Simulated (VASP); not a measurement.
Write the native input for VASP 6.6.1 that does the following.

```
Task                   : single point
Functional             : r2SCAN
Potentials or basis    : VASP PAW PBE potentials, release 64 (Li_sv, F)
Cutoff                 : 520 eV
k mesh                 : 10 × 10 × 10
Occupations            : gaussian, width 0.01 eV
Spin                   : no spin polarisation
Dipole correction      : no
Further INCAR settings : ALGO = Normal; EDIFF = 1e-06; NBANDS = 12
```

LiF:

```
CELL_PARAMETERS angstrom
2.51915 -0.13903 -0.13903
-0.13903 2.51915 -0.13903
-0.13903 -0.13903 2.51915
ATOMIC_POSITIONS crystal
Li 0.00000 0.00000 0.00000
F 0.50000 0.50000 0.50000
```

This cell differs from its parent crystal: epitaxial 111 strain +5.6%.

The input as run:

POSCAR

```
LiF
1.0
    2.5191484863     -0.1390269344     -0.1390269344
   -0.1390269344      2.5191484863     -0.1390269344
   -0.1390269344     -0.1390269344      2.5191484863
Li F
1 1
Direct
    0.0000000000      0.0000000000      0.0000000000
    0.5000000000      0.5000000000      0.5000000000
```

INCAR.step1

```
PREC     = Accurate       # precision mode
ENCUT    = 520            # plane-wave cutoff, eV
ISMEAR   = 0              # smearing method
SIGMA    = 0.01           # smearing width, eV
LREAL    = False          # projectors in reciprocal space
LASPH    = True           # aspherical terms in the spheres
NELM     = 100            # most SCF steps
NBANDS   = 12             # bands
GGA      = PE             # functional
ALGO     = Normal         # electronic algorithm
EDIFF    = 1E-4           # SCF threshold, eV
LWAVE    = True           # write WAVECAR
LCHARG   = False          # write CHGCAR
```

INCAR.step2

```
PREC     = Accurate       # precision mode
ENCUT    = 520            # plane-wave cutoff, eV
EDIFF    = 1E-6           # SCF threshold, eV
ISMEAR   = 0              # smearing method
SIGMA    = 0.01           # smearing width, eV
LREAL    = False          # projectors in reciprocal space
LASPH    = True           # aspherical terms in the spheres
NELM     = 100            # most SCF steps
ALGO     = Normal         # electronic algorithm
ISIF     = 2              # what is computed and relaxed
LWAVE    = False          # write WAVECAR
LCHARG   = False          # write CHGCAR
METAGGA  = R2SCAN         # meta-GGA
LMIXTAU  = True         
NBANDS   = 12             # bands
ISTART   = 1
```

KPOINTS

```
Automatic mesh
0
Gamma
  10 10 10
```

Potentials or basis: VASP PAW PBE potentials, release 64 (Li_sv, F).

Command:

```console
$ cat potpaw_PBE.64/Li_sv/POTCAR potpaw_PBE.64/F/POTCAR > POTCAR
$ cp INCAR.step1 INCAR
$ mpirun -np 1 vasp_std > vasp.out
$ cp INCAR.step2 INCAR
$ mpirun -np 1 vasp_std > vasp.out
```

Results of the run:

| Quantity | Value |
| --- | --- |
| Band gap on the k mesh | 9.34 eV (least direct gap 9.72 eV) |

Caveat: the cell differs from its parent crystal (epitaxial 111 strain +5.6%); the structure was generated, so it needn't be the stable form of LiF.

Wall time 40 s on 1 thread of Intel(R) Xeon(R) Platinum 8488C (Sapphire Rapids), on a shared host, peak memory 0.13 GiB.
